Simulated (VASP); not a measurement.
Set up this calculation in VASP 6.6.1, as the native input.

```yaml
Task: relaxation of cell and atoms
Functional: PBEsol
Potentials_or_basis: VASP PAW PBE potentials, release 64 (V_sv, H)
Cutoff: 500 eV
k_mesh: 10 × 10 × 10
Occupations: methfessel-paxton, width 0.1 eV
Spin: collinear spin, ferromagnetic start
Starting_moments: "[1.5, 0.0] μB"
Dipole_correction: no
Further_INCAR_settings: ALGO = Normal; EDIFF = 1e-07; IBRION = 2; EDIFFG = -0.03; NSW = 80; ISIF = 3
```

The structure of VH lies in POSCAR:

```
VH
1.0
    0.0000000000      1.9650000000      1.9650000000
    1.9650000000      0.0000000000      1.9650000000
    1.9650000000      1.9650000000      0.0000000000
V H
1 1
Direct
    0.0000000000      0.0000000000      0.0000000000
    0.5000000000      0.5000000000      0.5000000000
```

The input as run:

INCAR

```
SYSTEM = VH
ALGO = Normal
EDIFF = 1E-7
EDIFFG = -0.03
ENCUT = 500
GGA = PS
GGA_COMPAT = .FALSE.
IBRION = 2
ISIF = 3
ISMEAR = 1
ISPIN = 2
LASPH = .TRUE.
LCHARG = .FALSE.
LMAXMIX = 4
LORBIT = 11
LREAL = .FALSE.
LWAVE = .FALSE.
MAGMOM = 1.5 0
NELM = 200
NELMIN = 4
NSW = 80
PREC = Accurate
SIGMA = 0.1
```

KPOINTS

```
k-points
0
G
  10 10 10
  0 0 0
```

Potentials or basis: VASP PAW PBE potentials, release 64 (V_sv, H).

Run with:

```bash
$ cat potpaw_PBE.64/V_sv/POTCAR potpaw_PBE.64/H/POTCAR > POTCAR
$ mpirun -np 1 vasp_std > vasp.out
```

It gave:

```yaml
Relaxed_volume: 7.43 Å³/atom
Relaxed_cell: a = 2.760 Å, b = 2.760 Å, c = 2.760 Å, α = 60.00°, β = 60.00°, γ = 60.00°
Space_group_after_relaxing_to_0.1_Å: Fm-3m (No. 225)
Energy_gained_by_relaxing: 2.1 meV/atom
Ionic_steps: 3
Pressure_after_relaxing: 0.0 GPa
Band_gap_on_the_k_mesh: zero (filled and empty bands overlap)
Net_moment: 0.00 μB per cell
Valence_electrons_inside_the_program's_atomic_spheres: V 11.69; H 0.57
```

Caveat: the PAW data sets were made with another functional, which shifts forces and pressure a little.

It took 38 s on 1 thread of Intel(R) Xeon(R) Platinum 8259CL CPU @ 2.50GHz (Skylake/Cascade Lake) (shared host), peak memory 0.14 GiB.
